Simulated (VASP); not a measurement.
# Mg12H (a cell with a defect) in VASP: a series of runs, part 2 of 2

VASP 6.6.1. Earlier steps stand in the parts before.

## Step 5: Single point, PBE

File INCAR:

```
SYSTEM = Mg12H
PREC = Accurate
ENCUT = 520
EDIFF = 1E-6
ISMEAR = 0
SIGMA = 0.05
LREAL = .FALSE.
LASPH = .TRUE.
NELM = 80
ALGO = Normal
ISIF = 2
LWAVE = .FALSE.
LCHARG = .TRUE.
GGA = PE
LELF = .TRUE.
LVHAR = .TRUE.
NBANDS = 24
```

File KPOINTS:

```
Automatic mesh
0
G
  3 2 3
  0 0 0
```

File POSCAR:

```
Mg12H
1.0
    6.4200000000      0.0000000000      0.0000000000
   -4.8150000000      8.3398250000      0.0000000000
    0.0000000000      0.0000000000      5.2130400000
Mg H
12 1
Direct
    0.0021290089     -0.0006460567      0.0001876065
    0.1672859777      0.2248679079      0.4924746405
    0.0024495278      0.3356024857     -0.0032207695
    0.1677766626      0.5548343041      0.4984350782
    0.0045794381      0.6692448583     -0.0033978255
    0.1689124975      0.8889402356      0.4957485460
    0.5019796455     -0.0014744914      0.0056968679
    0.6655300974      0.2233398183      0.4969207986
    0.5016166990      0.3370623484      0.0025372911
    0.6668081456      0.5563149107      0.5051850744
    0.4992145377      0.6667813773      0.0014519359
    0.6644588128      0.8868991855      0.5022012108
    0.3225827353      0.1084498775      0.6794083682
```

Potentials or basis: VASP PAW PBE potentials, release 64 (Mg, H).

On the command line:

```sh
$ cat potpaw_PBE.64/Mg/POTCAR potpaw_PBE.64/H/POTCAR > POTCAR
$ mpirun -np 1 vasp_std > vasp.out
```

OUTCAR:

```text
SYSTEM = Mg12H
   PREC = Accurate
   ENCUT = 520
   EDIFF = 1E-6
   ISMEAR = 0
   LREAL = .FALSE.
   LASPH = .TRUE.
   NELM = 80
   ISIF = 2
   GGA = PE

 ion  position               nearest neighbor table
   1  0.002  0.999  0.000-   6 3.18   2 3.18   5 3.19  12 3.20   7 3.21   7 3.21   6 3.21  11 3.22
                            12 3.22   9 3.23   3 3.24   2 3.25
   2  0.167  0.225  0.492-  13 2.08   9 3.16   3 3.17   4 3.18   1 3.18  10 3.20   8 3.21   3 3.21
                             8 3.21   6 3.24  12 3.24   9 3.24   1 3.25
   3  0.002  0.336  0.997-   2 3.17   4 3.18  11 3.19   4 3.19   9 3.20   5 3.21   2 3.21   8 3.21
                             8 3.21   9 3.22   7 3.23   1 3.24
   4  0.168  0.555  0.498-   2 3.18   3 3.18  11 3.18   3 3.19  12 3.19   5 3.20  10 3.20  11 3.21
                             8 3.21   5 3.21   6 3.21  10 3.22
   5  0.005  0.669  0.997-  10 3.18   6 3.18   7 3.18   1 3.19  11 3.19   6 3.19   4 3.20   3 3.21
                             4 3.21   9 3.21  11 3.23  10 3.25
   6  0.169  0.889  0.496-  13 2.07   7 3.16   1 3.18   5 3.18   5 3.19  12 3.19   8 3.20  10 3.21
                             4 3.21   1 3.21  12 3.23   7 3.24   2 3.24
   7  0.502  0.999  0.006-   6 3.16  12 3.17   8 3.17   5 3.18  11 3.19  12 3.20   1 3.21   1 3.21
                             3 3.23   6 3.24   8 3.25   9 3.26
[... 505 lines left out ...]
  --------------------------------------------------------------------------------------
  -------------------------------------------------------------------------------------
  Total       -0.2735006     -0.2199631     -1.8190896      0.3585308     -0.0945894     -0.0122141
  in kB       -1.5699502     -1.2626339    -10.4419507      2.0580410     -0.5429630     -0.0701117
  external PRESSURE =      -4.4248449 kB  Pullay stress =       0.0000000 kB

 VOLUME and BASIS-vectors are now :
 -----------------------------------------------------------------------------
  energy-cutoff  :      520.00
  volume of cell :      279.11
      direct lattice vectors                 reciprocal lattice vectors
     6.420000000  0.000000000  0.000000000     0.155763240  0.089929945  0.000000000
    -4.815000000  8.339825000  0.000000000     0.000000000  0.119906593  0.000000000
     0.000000000  0.000000000  5.213040000     0.000000000  0.000000000  0.191826650

 POSITION                                       TOTAL-FORCE (eV/Angst)
 -----------------------------------------------------------------------------------
     -4.79822      8.33444      0.00098        -0.003439     -0.003115     -0.005463
     -0.00876      1.87536      2.56729         0.012480     -0.013817     -0.011497
     -1.60020      2.79887      5.19625        -0.001888     -0.001150     -0.013828
     -1.59440      4.62722      2.59836        -0.000365     -0.002472     -0.017465
     -3.19301      5.58139      5.19533        -0.004581      0.000742     -0.015608
     -3.19583      7.41361      2.58436        -0.005827      0.014821     -0.007814
     -1.58519      8.32753      0.02970        -0.007417      0.005744     -0.010780
      3.19732      1.86262      2.59047        -0.011360     -0.002798     -0.010854
      1.59742      2.81104      0.01323         0.001865     -0.014508     -0.012015
      1.60225      4.63957      2.63355         0.000071     -0.000842     -0.011686
     -0.00559      5.56084      0.00757         0.003410      0.001425     -0.010357
     -0.00459      7.39658      2.61799         0.003303      0.002275     -0.011020
      1.54880      0.90445      3.54178         0.013749      0.013693      0.138387
 -----------------------------------------------------------------------------------
    total drift:                                0.000025     -0.000002     -0.000297

  FREE ENERGIE OF THE ION-ELECTRON SYSTEM (eV)
  ---------------------------------------------------
  free  energy   TOTEN  =       -20.6895445110 eV

  energy  without entropy=      -20.6766126942  energy(sigma->0) =      -20.68307860
```

Run time: 50 s. Hardware: 1 thread of AMD EPYC 9R45 (Zen 5), shared host; peak memory 0.35 GiB.

Results:

```
Free energy            : -20.6895 eV
Pressure               : -0.4 GPa
Largest force          : 0.140 eV/Å
Band gap on the k mesh : zero (an odd number of electrons rules out a gap without spin polarisation)
```

Forces on the atoms (eV/Å):
```
Mg  -0.003 -0.003 -0.005
Mg   0.012 -0.014 -0.011
Mg  -0.002 -0.001 -0.014
Mg   0.000 -0.002 -0.017
Mg  -0.005  0.001 -0.016
Mg  -0.006  0.015 -0.008
Mg  -0.007  0.006 -0.011
Mg  -0.011 -0.003 -0.011
Mg   0.002 -0.015 -0.012
Mg   0.000 -0.001 -0.012
Mg   0.003  0.001 -0.010
Mg   0.003  0.002 -0.011
H    0.014  0.014  0.138
```

Stress tensor (GPa, compression positive):
```
-0.16  0.21 -0.01
 0.21 -0.13 -0.05
-0.01 -0.05 -1.04
```

Levels at points of the mesh, in eV from the Fermi level:
```
           k point  band 11  band 12  band 13  band 14  band 15  band 16
(0.00, 0.00, 0.00)    -0.09     0.16     0.38     0.55     0.65     1.34
(0.00, 0.50, 0.00)    -0.80    -0.63    -0.22    -0.08     1.15     1.86
```

Caveat: the k points lie up to 0.40 Å⁻¹ apart, too coarse for converged energies and pressures of a metal.

## Step 6: Overview

```tsv
cell	gap on the mesh (eV)	pressure (GPa)	largest force (eV/Å)
as given, atomic positions A	none	0.0	0.16
as given, atomic positions B	none	0.0	0.16
as given, atomic positions C	none	-0.2	0.20
as given, atomic positions D	none	-0.4	0.14
```

Alike in all rows: task single point; level PBE; potentials or basis VASP PAW PBE potentials, release 64 (Mg, H); no spin polarisation; k mesh 3 × 2 × 3; cutoff (eV) 520; smearing gaussian 0.05 eV.

Caveats: all runs use coarse meshes.

Total energies depend on the potentials used, so only differences within one code and one set of settings carry meaning.
